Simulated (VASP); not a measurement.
C:

```xyz
4
Lattice="-1.2637 1.2637 4.3776 1.2637 -1.2637 4.3776 1.2637 1.2637 -4.3776" Properties=species:S:1:pos:R:3 pbc="T T T"
C     0.0000    0.0000    0.7296
C     0.0000    1.2637    2.9184
C     0.0000    0.0000    8.0256
C     0.0000    1.2637    1.4592
```

The cell was generated, and may not be a known phase.

| Quantity | Value |
| --- | --- |
| Program | VASP 6.6.1 |
| Task | relaxation of cell and atoms |
| Functional | PBE |
| Potentials or basis | VASP PAW PBE potentials, release 64 (C) |
| Cutoff | 600 eV |
| k mesh | 10 × 10 × 10 |
| Occupations | gaussian, width 0.1 eV |
| Spin | no spin polarisation |

At the start: pressure -3.1 GPa; volume 6.99 Å³/atom.

Question: Where does the relaxation end?

Answer: Over 9 steps the energy falls by 26.9 meV/atom and the volume is 6.97 Å³/atom (-0.3 %); space group I4_1/amd (No. 141, to 0.1 Å) before and after.

The path:
```tsv
step	energy change (eV)	largest force (eV/Å)	pressure (GPa)	volume (Å³)
1	0.0000	2.0186	-3.07	27.96
2	0.7394	5.3294	16.46	27.42
3	-0.0998	0.0976	-0.56	27.83
4	-0.1003	0.0776	-0.28	27.82
5	-0.1003	0.0328	-0.34	27.82
6	-0.1033	0.0914	2.24	27.76
7	-0.1073	0.0316	1.08	27.79
8	-0.1075	0.0562	-0.54	27.93
9	-0.1076	0.0213	0.11	27.87
```

Final structure:
```cif
data_structure
_symmetry_space_group_name_H-M 'P 1'
_symmetry_Int_Tables_number 1
_cell_length_a 4.6842
_cell_length_b 4.6842
_cell_length_c 4.6842
_cell_angle_alpha 148.562
_cell_angle_beta 148.562
_cell_angle_gamma 45.056
_cell_volume 27.87
loop_
_atom_site_label
_atom_site_type_symbol
_atom_site_fract_x
_atom_site_fract_y
_atom_site_fract_z
_atom_site_occupancy
C1 C 0.08619 0.08619 0.00000 1
C2 C 0.83619 0.33619 0.50000 1
C3 C 0.91381 0.91381 0.00000 1
C4 C 0.66381 0.16381 0.50000 1
```

Caveat: this functional lacks dispersion, which binds layers or chains, so the pressure and a relaxed spacing across them are unreliable.
